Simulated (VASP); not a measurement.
# AgCl (Pm-3m) in VASP: further runs

Runs on AgCl. Level: PBE. Tasks: electric field gradients.

Everything below comes from runs of VASP 6.6.1. Logs are shortened: lines on timing, memory, paths and dates and some standing lists are left out, and cuts for length are marked.

## 1. The cell of the first run

The structure is cubic, space group Pm-3m (No. 221). The conventional cell has a = 3.411 Å, b = 3.411 Å, c = 3.411 Å, α = 90.00°, β = 90.00°, γ = 90.00°. Ag (site symmetry m-3m) has 8 Cl at 2.95 Å and 6 Ag at 3.41 Å within 3.9 Å. Within 3.9 Å of Cl (site symmetry m-3m) lie 8 Ag at 2.95 Å and 6 Cl at 3.41 Å.

## 2. Electric field gradients, PBE (volume scaled by 0.98)

Contents of INCAR:

```
PREC = Accurate
ENCUT = 520
EDIFF = 1E-8
ISMEAR = -1
SIGMA = 0.01
LREAL = False
LASPH = True
NELM = 80
ALGO = Normal
ISIF = 2
LWAVE = False
LCHARG = False
GGA = PE
LEFG = True
NBANDS = 16
```

Contents of KPOINTS:

```
regular mesh
0
Gamma
  9 9 9
```

Contents of POSCAR:

```
AgCl
1.0
    3.4109255069      0.0000000000      0.0000000000
    0.0000000000      3.4109255069      0.0000000000
    0.0000000000      0.0000000000      3.4109255069
Ag Cl
1 1
Direct
    0.0000000000      0.0000000000      0.0000000000
    0.5000000000      0.5000000000      0.5000000000
```

Potentials or basis: VASP PAW PBE potentials, release 64 (Ag, Cl).

Command:

```
$ cat potpaw_PBE.64/Ag/POTCAR potpaw_PBE.64/Cl/POTCAR > POTCAR
$ mpirun -np 1 vasp_std > vasp.out
```

OUTCAR:

```text
PREC = Accurate
   ENCUT = 520
   EDIFF = 1E-8
   ISMEAR = -1
   LREAL = False
   LASPH = True
   NELM = 80
   ISIF = 2
   GGA = PE

 ion  position               nearest neighbor table
   1  0.000  0.000  0.000-   2 2.95   2 2.95   2 2.95   2 2.95   2 2.95   2 2.95   2 2.95   2 2.95

   2  0.500  0.500  0.500-   1 2.95   1 2.95   1 2.95   1 2.95   1 2.95   1 2.95   1 2.95   1 2.95

  LATTYP: Found a simple cubic cell.
 ALAT       =     3.4109255069

  Lattice vectors:

 A1 = (   3.4109255069,   0.0000000000,   0.0000000000)
 A2 = (   0.0000000000,   3.4109255069,   0.0000000000)
 A3 = (   0.0000000000,   0.0000000000,   3.4109255069)

Analysis of symmetry for initial positions (statically):
=====================================================================
 Subroutine PRICEL returns:
 Original cell was already a primitive cell.

 Routine SETGRP: Setting up the symmetry group for a
 simple cubic supercell.

 Subroutine GETGRP returns: Found 48 space group operations
[... 9 lines left out ...]

 Routine SETGRP: Setting up the symmetry group for a
 simple cubic supercell.

 Subroutine GETGRP returns: Found 48 space group operations
[... 11 lines left out ...]
                                     Primitive cell

  volume of cell :      39.6841

  direct lattice vectors                    reciprocal lattice vectors
     3.410925507  0.000000000  0.000000000     0.293175561  0.000000000  0.000000000
     0.000000000  3.410925507  0.000000000     0.000000000  0.293175561  0.000000000
     0.000000000  0.000000000  3.410925507     0.000000000  0.000000000  0.293175561

  length of vectors
     3.410925507  3.410925507  3.410925507     0.293175561  0.293175561  0.293175561

  position of ions in fractional coordinates (direct lattice)
     0.000000000  0.000000000  0.000000000
     0.500000000  0.500000000  0.500000000

  ion indices of the primitive-cell ions
   primitive index   ion index
                 1           1
                 2           2

----------------------------------------------------------------------------------------

 KPOINTS: regular mesh

Automatic generation of k-mesh.
 Grid dimensions read from file:
 generate k-points for:    9    9    9

 Generating k-lattice:

  Cartesian coordinates                     Fractional coordinates (reciprocal lattice)
     0.032575062  0.000000000  0.000000000     0.111111111  0.000000000  0.000000000
     0.000000000  0.032575062  0.000000000     0.000000000  0.111111111  0.000000000
     0.000000000  0.000000000  0.032575062     0.000000000  0.000000000  0.111111111

  Length of vectors
     0.032575062  0.032575062  0.032575062

  Shift w.r.t. Gamma in fractional coordinates (k-lattice)
     0.000000000  0.000000000  0.000000000

 Subroutine IBZKPT returns following result:
 ===========================================

 Found     35 irreducible k-points:

 Following reciprocal coordinates:
            Coordinates               Weight
  0.000000  0.000000  0.000000      1.000000
  0.111111  0.000000  0.000000      6.000000
  0.222222  0.000000  0.000000      6.000000
  0.333333  0.000000  0.000000      6.000000
  0.444444  0.000000  0.000000      6.000000
  0.111111  0.111111  0.000000     12.000000
[... 16 lines left out ...]
  0.333333  0.333333  0.111111     24.000000
  0.444444  0.333333  0.111111     48.000000
 [... further k-points ...]
   k-points           NKPTS =     35   k-points in BZ     NKDIM =     35   number of bands    NBANDS=     16
   number of dos      NEDOS =    301   number of ions     NIONS =      2
   total plane-waves  NPLWV =  21952
   dimension x,y,z NGX =    28 NGY =   28 NGZ =   28
   dimension x,y,z NGXF=    56 NGYF=   56 NGZF=   56
   ions per type =               1   1
   NGX,Y,Z   is equivalent  to a cutoff of  13.65, 13.65, 13.65 a.u.
   NGXF,Y,Z  is equivalent  to a cutoff of  27.29, 27.29, 27.29 a.u.
 SYSTEM =  unknown system
   PREC   = accura    normal or accurate (medium, high low for compatibility)
   ISTART =      0    job   : 0-new  1-cont  2-samecut
   ICHARG =      2    charge: 1-file 2-atom 10-const
   ISPIN  =      1    spin polarized calculation?
   LNONCOLLINEAR =      F non collinear calculations
   LSORBIT =      F    spin-orbit coupling
   LASPH  =      T    aspherical Exc in radial PAW
   ENCUT  =  520.0 eV  38.22 Ry    6.18 a.u.   6.34  6.34  6.34*2*pi/ulx,y,z
   NELM   =     80;   NELMIN=  2; NELMDL= -5     # of ELM steps
   EDIFF  = 0.1E-07   stopping-criterion for ELM
   LREAL  =      F    real-space projection
   EDIFFG = 0.1E-06   stopping-criterion for IOM
   NSW    =      0    number of steps for IOM
   IBRION =     -1    ionic relax: 0-MD 1-quasi-New 2-CG
   NFREE  =      0    steps in history (QN), initial steepest desc. (CG)
   ISIF   =      2    stress and relaxation
   ISYM   =      2    0-nonsym 1-usesym 2-fastsym
   POTIM  = 0.5000    time-step for ionic-motion
   TEBEG  =    0.0;   TEEND  =   0.0 temperature during run
   PSTRESS=    0.0 pullay stress
   NELECT =      18.0000    total number of electrons
   NUPDOWN=      -1.0000    fix difference up-down
   EMIN   =  10.00;   EMAX   =-10.00  energy-range for DOS
   EFERMI =   0.00;   METHOD = LEGACY
   ISMEAR =    -1;   SIGMA  =   0.01  broadening in eV -4-tet -1-fermi 0-gaus
   EFERMI_NEDOS =   21; number of points for ismear=-14 and -15
   IALGO  =     38    algorithm
   IMIX   =      4    mixing-type and parameters
     AMIX     =   0.40;   BMIX     =  1.00
     AMIX_MAG =   1.60;   BMIX_MAG =  1.00
  volume/ion in A,a.u.               =      19.84       133.90
  Fermi-wavevector in a.u.,A,eV,Ry     =   1.257844  2.376980 21.526749  1.582171
  Thomas-Fermi vector in A             =   2.391483
   LORBIT       =      0    0 simple, 1 ext, 2 COOP (PROOUT), +10 PAW based schemes
   GGA     = PE    functional components
   LHFCALC =     F    Hartree Fock is set to
   AEXX    =    0.0000 exact exchange contribution
   IVDW    =     0    specifies the selected vdW correction
   LEPSILON=     F    determine dielectric tensor
   LRPA    =     F    only Hartree local field effects (RPA)
 non-spin polarized calculation
  energy-cutoff  :      520.00
  volume of cell :       39.68
 maximum number of plane-waves:      1085
 NGX is ok and might be reduce to    28
   NGX = 13   NGY = 13   NGZ = 13

 number of electron      18.0000004 magnetization

 Free energy of the ion-electron system (eV)
  ---------------------------------------------------
  ext. energy  EPLUGINS =         0.00000000
  ---------------------------------------------------
  free energy    TOTEN  =        -5.12066969 eV

  energy without entropy =       -5.12066969  energy(sigma->0) =       -5.12066969

 E-fermi :   4.3238     XC(G=0): -10.4928

 val. band max:        4.1044115443   @ k =   0.4444   0.0000   0.0000
 cond. band min:       4.7177837812   @ k =   0.0000   0.0000   0.0000
 fundamental gap:      0.6133722368
 Fermi energy:         4.3238083762

 k-point     1 :       0.0000    0.0000    0.0000
  band No.  band energies     occupation
      1     -10.5575      2.00000
      2       1.3401      2.00000
      3       1.3401      2.00000
      4       2.3185      2.00000
      5       2.3185      2.00000
      6       2.3185      2.00000
[... 8 lines left out ...]
     15      17.9506      0.00000
     16      20.5803      0.00000

 k-point     2 :       0.1111    0.0000    0.0000
  band No.  band energies     occupation
      1     -10.5054      2.00000
      2       1.1780      2.00000
      3       1.3576      2.00000
      4       1.9781      2.00000
      5       1.9781      2.00000
      6       2.1855      2.00000
[... 8 lines left out ...]
     15      17.5995      0.00000
     16      20.5286      0.00000

 k-point     3 :       0.2222    0.0000    0.0000
  band No.  band energies     occupation
      1     -10.3679      2.00000
      2       0.3908      2.00000
      3       1.4024      2.00000
      4       1.6160      2.00000
      5       1.6160      2.00000
      6       2.1637      2.00000
[... 8 lines left out ...]
     15      17.7269      0.00000
     16      20.3992      0.00000

 k-point     4 :       0.3333    0.0000    0.0000
  band No.  band energies     occupation
      1     -10.2004      2.00000
      2      -0.4621      2.00000
      3       1.3554      2.00000
      4       1.3554      2.00000
      5       1.4542      2.00000
      6       2.3581      2.00000
[... 8 lines left out ...]
     15      19.2780      0.00000
     16      20.2545      0.00000

 k-point     5 :       0.4444    0.0000    0.0000
  band No.  band energies     occupation
      1     -10.0837      2.00000
      2      -0.9594      2.00000
      3       1.2197      2.00000
      4       1.2197      2.00000
      5       1.4886      2.00000
      6       2.3698      2.00000
[... 8 lines left out ...]
     15      20.0881      0.00000
     16      20.1614      0.00000

 k-point     6 :       0.1111    0.1111    0.0000
  band No.  band energies     occupation
      1     -10.4550      2.00000
      2       1.1664      2.00000
      3       1.2275      2.00000
      4       1.6530      2.00000
      5       1.8640      2.00000
      6       2.2836      2.00000
[... 8 lines left out ...]
     15      18.0919      0.00000
     16      19.9050      0.00000
[... 267 lines left out ...]
 k-point    21 :       0.3333    0.2222    0.1111
  band No.  band energies     occupation
      1     -10.0175      2.00000
      2      -0.0453      2.00000
      3       0.8363      2.00000
      4       1.4881      2.00000
      5       1.7271      2.00000
      6       2.1150      2.00000
[... 8 lines left out ...]
     15      17.8729      0.00000
     16      20.7748      0.00000

 k-point    22 :       0.4444    0.2222    0.1111
  band No.  band energies     occupation
      1      -9.9197      2.00000
      2      -0.4280      2.00000
      3       0.7972      2.00000
      4       1.6284      2.00000
      5       1.7126      2.00000
      6       2.1655      2.00000
[... 8 lines left out ...]
     15      18.2775      0.00000
     16      21.6614      0.00000

 k-point    23 :       0.3333    0.3333    0.1111
  band No.  band energies     occupation
      1      -9.8936      2.00000
      2       0.1087      2.00000
      3       0.5493      2.00000
      4       1.5273      2.00000
      5       1.8237      2.00000
      6       2.1434      2.00000
[... 8 lines left out ...]
     15      18.0414      0.00000
     16      20.8900      0.00000

 k-point    24 :       0.4444    0.3333    0.1111
  band No.  band energies     occupation
      1      -9.8088      2.00000
      2      -0.0354      2.00000
      3       0.5287      2.00000
      4       1.6960      2.00000
      5       1.8641      2.00000
      6       2.0512      2.00000
[... 8 lines left out ...]
     15      18.2558      0.00000
     16      20.2321      0.00000

 [... further k-points ...]

------------------------ aborting loop because EDIFF is reached ----------------------------------------

  FORCE on cell =-STRESS in cart. coord.  units (eV):
  Direction    XX          YY          ZZ          XY          YZ          ZX
  --------------------------------------------------------------------------------------
  -------------------------------------------------------------------------------------
  Total        0.1825712      0.1825712      0.1825712     -0.0000000      0.0000000     -0.0000000
  in kB        7.3709975      7.3709975      7.3709975     -0.0000000      0.0000000     -0.0000000
  external PRESSURE =       7.3709975 kB  Pullay stress =       0.0000000 kB

 VOLUME and BASIS-vectors are now :
 -----------------------------------------------------------------------------
  energy-cutoff  :      520.00
  volume of cell :       39.68
      direct lattice vectors                 reciprocal lattice vectors
     3.410925507  0.000000000  0.000000000     0.293175561  0.000000000  0.000000000
     0.000000000  3.410925507  0.000000000     0.000000000  0.293175561  0.000000000
     0.000000000  0.000000000  3.410925507     0.000000000  0.000000000  0.293175561

 POSITION                                       TOTAL-FORCE (eV/Angst)
 -----------------------------------------------------------------------------------
      0.00000      0.00000      0.00000         0.000000      0.000000      0.000000
      1.70546      1.70546      1.70546         0.000000      0.000000      0.000000
 -----------------------------------------------------------------------------------
    total drift:                               -0.000000      0.000000      0.000000

  FREE ENERGIE OF THE ION-ELECTRON SYSTEM (eV)
  ---------------------------------------------------
  free  energy   TOTEN  =        -5.1206696882 eV

  energy  without entropy=       -5.1206696882  energy(sigma->0) =       -5.12066969

 Electric field gradients (V/A^2)
---------------------------------------------------------------------
 ion       V_xx      V_yy      V_zz      V_xy      V_xz      V_yz
---------------------------------------------------------------------
   1      -0.000    -0.000    -0.000     0.000     0.000     0.000
   2       0.000     0.000    -0.000     0.000     0.000    -0.000
---------------------------------------------------------------------

 Electric field gradients after diagonalization (V/A^2)
 (convention: |V_zz| > |V_xx| > |V_yy|)
----------------------------------------------------------------------
 ion       V_xx      V_yy      V_zz     asymmetry (V_yy - V_xx)/ V_zz
----------------------------------------------------------------------
   1      -0.000    -0.000    -0.000      -0.687
   2       0.000     0.000    -0.000       0.152
----------------------------------------------------------------------

           NMR quadrupolar parameters

 Cq : quadrupolar parameter    Cq=e*Q*V_zz/h
 eta: asymmetry parameters     (V_yy - V_xx)/ V_zz
 Q  : nuclear electric quadrupole moment in mb (millibarn)
----------------------------------------------------------------------
 ion       Cq(MHz)       eta       Q (mb)
----------------------------------------------------------------------
   1      -0.000      -0.687       1.000
   2      -0.000       0.152       1.000
----------------------------------------------------------------------
```

Run time: 17 s. Hardware: 1 thread of Intel Xeon Platinum 8375C at 2.90GHz (Ice Lake), shared host; peak memory 0.16 GiB.

Results:

```
Free energy            : -5.1207 eV
Pressure               : 0.7 GPa
Band gap on the k mesh : 0.61 eV, indirect (least direct gap 2.15 eV)
```

Caveat: without QUAD_EFG the Cq values of the log hold for a quadrupole moment of 1 mb, not for the nuclei. A k mesh can miss the band edges.

(Continued in part 2 of 2.)
